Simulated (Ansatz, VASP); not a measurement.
# SiC in VASP and in Ansatz

```
Si C
1.0
     0.00000    2.13359    2.13359
     2.13359    0.00000    2.13359
     2.13359    2.13359    0.00000
Si C
1 1
Direct
  0.25000 0.25000 0.25000
  0.00000 0.00000 0.00000
```

Alike in both runs: task single point; functional r2SCAN; k mesh 8 × 8 × 8; no spin polarisation.

|  | VASP | Ansatz |
| --- | --- | --- |
| version | VASP 6.6.1 | Ansatz 0.2.0 |
| potentials or method | VASP PAW PBE potentials, release 64 (Si, C) | plane waves, PAW |
| plane-wave cutoff (eV) | 660 | 500 |
| occupations | gaussian, width 0.01 eV | fixed |
| valence electrons in the cell | 8 | 8 |

```csv
,VASP,Ansatz,Ansatz less VASP
gap on the k mesh at the Fermi level (eV),1.68,1.67,-0.014
pressure (GPa),15.4,15.9,+0.47
```

VASP's potentials were made for PBE, not for r2SCAN.
